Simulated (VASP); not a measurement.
# B15HN16 (a cell with a defect) in VASP: a series of runs

Runs on B15HN16 (a cell with a defect). Level: PBE. Tasks: single point.

Program: VASP 6.6.1. These are calculated values, not measurements. Logs are shortened: lines on timing, memory, paths and dates and some standing lists are left out, and cuts for length are marked.

### 1 The cell of the first run

The cell holds a defect, 32 atoms: a = 6.277 Å, b = 6.277 Å, c = 6.277 Å, α = 109.47°, β = 109.47°, γ = 109.47°.

### 2 Single point, PBE, collinear spin

The input, INCAR:

```
SYSTEM = B15HN16
ALGO = Normal
EDIFF = 1E-6
ENCUT = 520
GGA = PE
GGA_COMPAT = .FALSE.
ISIF = 2
ISMEAR = -1
ISPIN = 2
ISYM = -1
LASPH = .TRUE.
LCHARG = .TRUE.
LELF = .TRUE.
LORBIT = 11
LREAL = Auto
LVHAR = .TRUE.
LWAVE = .FALSE.
MAGMOM = 0 0 0 0 0 0 0.01 0 0 -0.01 -0.01 0 0.01 -0.01 0.01 0.01 0.05 0.04 0.05 0.05 0.33 0.33 0.05 0.04 0.33 0.04 0.01 0.05 0.05 0.01 0.01 0
NBANDS = 89
NELM = 200
NUPDOWN = 2.0
PREC = Accurate
SIGMA = 0.01
```

The input, KPOINTS:

```
explicit points
1
Reciprocal
  0.25000000   0.25000000   0.25000000 1
```

The input, POSCAR:

```
B15HN16
1.0
   -3.6241103844      3.6241103844     -3.6241103844
    3.6241103844      3.6241103844      3.6241103844
    3.6241103844     -3.6241103844     -3.6241103844
B N H
15 16 1
Direct
   -0.0023673584     -0.0018502984     -0.0037555437
    0.0028363114      0.2522140979      0.7505234420
    0.0028989718      0.5011505711      0.5015703671
   -0.0023160251      0.7468348519      0.2475377295
    0.2517294757      0.0032847656      0.7504819626
    0.2517207409      0.5011765828      0.2527544211
    0.2511741733      0.7509238763      0.0002937257
    0.5006494634      0.0033256784      0.5015967096
    0.5007062309      0.2522459728      0.2527085349
    0.5000524285      0.5005894599      0.0001289906
    0.5000539688      0.7507772684      0.7499072917
    0.7463807383     -0.0018611922      0.2474749586
    0.7504597036      0.2516574637      0.0002889658
    0.7502990905      0.5006607275      0.7499570553
    0.7504233566      0.7508801927      0.5010385555
   -0.0159775654     -0.0155028435      0.2338922916
    0.0003908317      0.2512441909      0.0032754806
    0.0048457501      0.5027687735      0.7521337491
    0.0003793716      0.7538908192      0.5005761104
    0.2507414441      0.0009045064      0.0033154836
    0.2529006506      0.2533453402      0.7769340707
    0.2529389456      0.5274340380      0.5027657432
    0.2507478746      0.7539273681      0.2502131607
    0.5023288284      0.0053827625      0.7521731348
    0.5271655170      0.2534265406      0.5028078628
    0.5023210200      0.5028326481      0.2547338829
    0.4991059286      0.7505051902     -0.0001270201
    0.7534128451      0.0008686099      0.5005789623
    0.7534334209      0.2512431198      0.2502313891
    0.7500085790      0.4996071771     -0.0001255409
    0.7499996049      0.7505291037      0.7489817856
    0.1474754369      0.1480057832      0.3975823116
```

Potentials or basis: VASP PAW PBE potentials, release 64 (B, N, H).

Command:

```console
cat potpaw_PBE.64/B/POTCAR potpaw_PBE.64/N/POTCAR potpaw_PBE.64/H/POTCAR > POTCAR
mpirun -np 1 vasp_std > vasp.out
```

OUTCAR:

```text
SYSTEM = B15HN16
   EDIFF = 1E-6
   ENCUT = 520
   GGA = PE
   ISIF = 2
   ISMEAR = -1
   ISPIN = 2
   ISYM = -1
   LASPH = .TRUE.
   LORBIT = 11
   LREAL = Auto
   NELM = 200
   NUPDOWN = 2.0
   PREC = Accurate

 ion  position               nearest neighbor table
   1  0.998  0.998  0.996-  16 1.55  31 1.55  17 1.57  20 1.57
   2  0.003  0.252  0.751-  21 1.52  18 1.57  28 1.57  17 1.59
   3  0.003  0.501  0.502-  22 1.52  18 1.57  29 1.57  19 1.59
   4  0.998  0.747  0.248-  16 1.55  30 1.55  19 1.57  23 1.57
   5  0.252  0.003  0.750-  21 1.52  24 1.57  19 1.57  20 1.59
   6  0.252  0.501  0.253-  22 1.52  26 1.57  17 1.57  23 1.59
[... 12 lines left out ...]
  19  0.000  0.754  0.501-  15 1.56   4 1.57   5 1.57   3 1.59
  20  0.251  0.001  0.003-   7 1.56   1 1.57   9 1.57   5 1.59
  21  0.253  0.253  0.777-  10 1.51   5 1.52   2 1.52
  22  0.253  0.527  0.503-  11 1.51   6 1.52   3 1.52
  23  0.251  0.754  0.250-   7 1.56   4 1.57   8 1.57   6 1.59
  24  0.502  0.005  0.752-  13 1.55   8 1.57   5 1.57  11 1.59
  25  0.527  0.253  0.503-  14 1.51   8 1.52   9 1.52
  26  0.502  0.503  0.255-  15 1.55   9 1.57   6 1.57  10 1.59
  27  0.499  0.751  1.000-  12 1.55   7 1.56  10 1.57  11 1.57
  28  0.753  0.001  0.501-  15 1.56  12 1.57   2 1.57   8 1.59
  29  0.753  0.251  0.250-  13 1.56  12 1.57   3 1.57   9 1.59
  30  0.750  0.500  1.000-   4 1.55  13 1.56  14 1.57  10 1.57
  31  0.750  0.751  0.749-   1 1.55  15 1.56  14 1.57  11 1.57
  32  0.147  0.148  0.398-  16 1.03

IMPORTANT INFORMATION: All symmetrisations will be switched off!
NOSYMM: (Re-)initialisation of all symmetry stuff for point group C_1.

----------------------------------------------------------------------------------------

                                     Primitive cell

  volume of cell :     190.3988

  direct lattice vectors                    reciprocal lattice vectors
    -3.624110384  3.624110384 -3.624110384     0.000000000  0.137964893 -0.137964893
     3.624110384  3.624110384  3.624110384     0.137964893  0.137964893  0.000000000
     3.624110384 -3.624110384 -3.624110384     0.137964893  0.000000000 -0.137964893

  length of vectors
     6.277143318  6.277143318  6.277143318     0.195111822  0.195111822  0.195111822

  position of ions in fractional coordinates (direct lattice)
     0.997632642  0.998149702  0.996244456
     0.002836311  0.252214098  0.750523442
     0.002898972  0.501150571  0.501570367
     0.997683975  0.746834852  0.247537730
     0.251729476  0.003284766  0.750481963
     0.251720741  0.501176583  0.252754421
[... 24 lines left out ...]
     0.749999605  0.750529104  0.748981786
     0.147475437  0.148005783  0.397582312

  ion indices of the primitive-cell ions
   primitive index   ion index
                 1           1
                 2           2
                 3           3
                 4           4
                 5           5
                 6           6
[... 24 lines left out ...]
                31          31
                32          32

----------------------------------------------------------------------------------------

 KPOINTS: explicit points

Read explicit list of k-points.

 Found      1 k-points:

 Following reciprocal coordinates:
            Coordinates               Weight
  0.250000  0.250000  0.250000      1.000000
   k-points           NKPTS =      1   k-points in BZ     NKDIM =      1   number of bands    NBANDS=     89
   number of dos      NEDOS =    301   number of ions     NIONS =     32
   total plane-waves  NPLWV = 110592
   dimension x,y,z NGX =    48 NGY =   48 NGZ =   48
   dimension x,y,z NGXF=    96 NGYF=   96 NGZF=   96
   ions per type =              15  16   1
   NGX,Y,Z   is equivalent  to a cutoff of  12.71, 12.71, 12.71 a.u.
   NGXF,Y,Z  is equivalent  to a cutoff of  25.42, 25.42, 25.42 a.u.
 SYSTEM =  B15HN16
   PREC   = accura    normal or accurate (medium, high low for compatibility)
   ISTART =      0    job   : 0-new  1-cont  2-samecut
   ICHARG =      2    charge: 1-file 2-atom 10-const
   ISPIN  =      2    spin polarized calculation?
   LNONCOLLINEAR =      F non collinear calculations
   LSORBIT =      F    spin-orbit coupling
   LASPH  =      T    aspherical Exc in radial PAW
   ENCUT  =  520.0 eV  38.22 Ry    6.18 a.u.  11.67 11.67 11.67*2*pi/ulx,y,z
   NELM   =    200;   NELMIN=  2; NELMDL= -5     # of ELM steps
   EDIFF  = 0.1E-05   stopping-criterion for ELM
   LREAL  =      T    real-space projection
   EDIFFG = 0.1E-04   stopping-criterion for IOM
   NSW    =      0    number of steps for IOM
   IBRION =     -1    ionic relax: 0-MD 1-quasi-New 2-CG
   NFREE  =      0    steps in history (QN), initial steepest desc. (CG)
   ISIF   =      2    stress and relaxation
   ISYM   =     -1    0-nonsym 1-usesym 2-fastsym
   POTIM  = 0.5000    time-step for ionic-motion
   TEBEG  =    0.0;   TEEND  =   0.0 temperature during run
   PSTRESS=    0.0 pullay stress
   NELECT =     126.0000    total number of electrons
   NUPDOWN=       2.0000    fix difference up-down
   EMIN   =  10.00;   EMAX   =-10.00  energy-range for DOS
   EFERMI =   0.00;   METHOD = LEGACY
   ISMEAR =    -1;   SIGMA  =   0.01  broadening in eV -4-tet -1-fermi 0-gaus
   EFERMI_NEDOS =   21; number of points for ismear=-14 and -15
   IALGO  =     38    algorithm
   IMIX   =      4    mixing-type and parameters
     AMIX     =   0.40;   BMIX     =  1.00
     AMIX_MAG =   1.60;   BMIX_MAG =  1.00
  volume/ion in A,a.u.               =       5.95        40.15
  Fermi-wavevector in a.u.,A,eV,Ry     =   1.426626  2.695933 27.691434  2.035263
  Thomas-Fermi vector in A             =   2.546883
   LORBIT       =     11    0 simple, 1 ext, 2 COOP (PROOUT), +10 PAW based schemes
   GGA     = PE    functional components
   LHFCALC =     F    Hartree Fock is set to
   AEXX    =    0.0000 exact exchange contribution
   IVDW    =     0    specifies the selected vdW correction
   LEPSILON=     F    determine dielectric tensor
   LRPA    =     F    only Hartree local field effects (RPA)
 spin polarized calculation
  energy-cutoff  :      520.00
  volume of cell :      190.40
 maximum number of plane-waves:      5072
 NGX is ok and might be reduce to    48
   NGX = 23   NGY = 23   NGZ = 23

 number of electron     126.0000012 magnetization       2.0000001

 Free energy of the ion-electron system (eV)
  ---------------------------------------------------
  ext. energy  EPLUGINS =         0.00000000
  ---------------------------------------------------
  free energy    TOTEN  =      -269.29077170 eV

  energy without entropy =     -269.29077170  energy(sigma->0) =     -269.29077170

 E-fermi :   6.9036     XC(G=0): -12.6388

 val. band max:        6.8538703092   @ k =   0.2500   0.2500   0.2500
 cond. band min:       7.8803180127   @ k =   0.2500   0.2500   0.2500
 fundamental gap:      1.0264477035
 Fermi energy:         7.1391557840

 spin component 1

 k-point     1 :       0.2500    0.2500    0.2500
  band No.  band energies     occupation
      1     -11.8727      1.00000
      2     -11.8042      1.00000
      3     -11.8040      1.00000
      4     -11.4493      1.00000
      5      -9.0823      1.00000
      6      -8.7494      1.00000
[... 67 lines left out ...]
     74      15.1276      0.00000
     75      15.1289      0.00000
 Fermi energy:         6.9036325621

 spin component 2

 k-point     1 :       0.2500    0.2500    0.2500
  band No.  band energies     occupation
      1     -11.8333      1.00000
      2     -11.7007      1.00000
      3     -11.7001      1.00000
      4     -11.2712      1.00000
      5      -9.0039      1.00000
      6      -8.6216      1.00000
[... 67 lines left out ...]
     74      15.1821      0.00000
     75      15.1834      0.00000
 [bands above 75 left out]

------------------------ aborting loop because EDIFF is reached ----------------------------------------

  FORCE on cell =-STRESS in cart. coord.  units (eV):
  Direction    XX          YY          ZZ          XY          YZ          ZX
  --------------------------------------------------------------------------------------
  -------------------------------------------------------------------------------------
  Total        6.5159367      6.5265240      6.5081418      1.2298539     -1.2493885     -1.2404523
  in kB       54.8306249     54.9197152     54.7650321     10.3490348    -10.5134156    -10.4382190
  external PRESSURE =      54.8384574 kB  Pullay stress =       0.0000000 kB

 VOLUME and BASIS-vectors are now :
 -----------------------------------------------------------------------------
  energy-cutoff  :      520.00
  volume of cell :      190.40
      direct lattice vectors                 reciprocal lattice vectors
    -3.624110384  3.624110384 -3.624110384     0.000000000  0.137964893 -0.137964893
     3.624110384  3.624110384  3.624110384     0.137964893  0.137964893  0.000000000
     3.624110384 -3.624110384 -3.624110384     0.137964893  0.000000000 -0.137964893

 POSITION                                       TOTAL-FORCE (eV/Angst)
 -----------------------------------------------------------------------------------
      3.61237      3.62244     -3.60863        -0.002977      0.012292     -0.002053
      3.62375     -1.79565     -1.81621        -0.003312     -0.006891      0.005977
      3.62347      0.00898     -0.01203         0.000580     -0.012041      0.005218
     -0.01200      5.42522     -1.80621        -0.002607     -0.002499      0.006777
      1.81944     -1.79563     -3.62022         0.004559     -0.006289     -0.000132
      1.82007      1.81257     -0.01195        -0.016129      0.003865      0.004964
[... 24 lines left out ...]
      2.71631      2.72369     -2.71247        -0.004574     -0.000088     -0.000047
      1.44280     -0.37003     -1.43896        -0.015972     -0.007193      0.015760
 -----------------------------------------------------------------------------------
    total drift:                               -0.006955     -0.010545      0.002597

  FREE ENERGIE OF THE ION-ELECTRON SYSTEM (eV)
  ---------------------------------------------------
  free  energy   TOTEN  =      -269.2907716973 eV

  energy  without entropy=     -269.2907716973  energy(sigma->0) =     -269.29077170

 total charge

# of ion       s       p       d       tot
------------------------------------------
    1        0.676   1.376   0.000   2.052
    2        0.675   1.369   0.000   2.044
    3        0.675   1.369   0.000   2.044
    4        0.676   1.376   0.000   2.052
    5        0.675   1.369   0.000   2.044
    6        0.675   1.369   0.000   2.044
[... 24 lines left out ...]
   31        1.210   2.771   0.000   3.981
   32        0.621   0.099   0.000   0.720
--------------------------------------------------
tot         30.242  64.583   0.000  94.825

 magnetization (x)

# of ion       s       p       d       tot
------------------------------------------
    1       -0.001  -0.000   0.000  -0.001
    2       -0.003  -0.005   0.000  -0.008
    3       -0.003  -0.005   0.000  -0.008
    4       -0.001  -0.000   0.000  -0.001
    5       -0.003  -0.005   0.000  -0.008
    6       -0.003  -0.005   0.000  -0.008
[... 24 lines left out ...]
   31        0.001   0.009   0.000   0.010
   32       -0.001  -0.000   0.000  -0.001
--------------------------------------------------
tot          0.043   1.480   0.000   1.522
```

Wall time 2.1 min (1 thread of Intel Xeon Platinum 8259CL at 2.50GHz (Skylake/Cascade Lake), shared host); peak memory 0.4 GiB.

Results:

| Property | Result |
| --- | --- |
| Free energy | -269.2908 eV |
| Pressure | 5.5 GPa |
| Largest force | 0.058 eV/Å |
| Net moment | 2.00 μB per cell |
| Site moments | B -0.00, -0.01, +0.01 (each value once); N +0.02, +0.05, +0.04, +0.37, +0.01 (each value once); H -0.00 μB |
| Valence electrons inside the program's atomic spheres | B 2.05, 2.04, 2.06 (each value once); N 4.04, 3.96, 3.97, 3.91, 3.98 (each value once); H 0.72 |

Forces in eV/Å, atoms in the order of the input:
```
B   -0.003  0.012 -0.002
B   -0.003 -0.007  0.006
B    0.001 -0.012  0.005
B   -0.003 -0.002  0.007
B    0.005 -0.006  0.000
B   -0.016  0.004  0.005
B   -0.001  0.003  0.000
B   -0.009  0.003  0.000
B   -0.004 -0.003  0.007
B   -0.004  0.014 -0.009
B    0.000 -0.003 -0.021
B    0.011 -0.011  0.001
B    0.008  0.004  0.006
B    0.009 -0.009 -0.011
B    0.005  0.008  0.005
N    0.035  0.031 -0.035
N    0.000 -0.001 -0.001
N    0.009  0.008 -0.002
N   -0.002 -0.001 -0.009
N   -0.009  0.001  0.002
N   -0.006  0.016  0.017
N   -0.001 -0.007 -0.004
N    0.005 -0.011 -0.008
N   -0.006 -0.008 -0.003
N    0.012 -0.012  0.021
N   -0.002 -0.002 -0.001
N   -0.004  0.000  0.008
N    0.001 -0.002 -0.002
N   -0.002 -0.002 -0.001
N   -0.003  0.000  0.002
N   -0.005  0.000  0.000
H   -0.016 -0.007  0.016
```

Caveat: the total moment is fixed, so each spin has its own Fermi level and the state may be an excited one.

(Continued in part 2 of 3.)
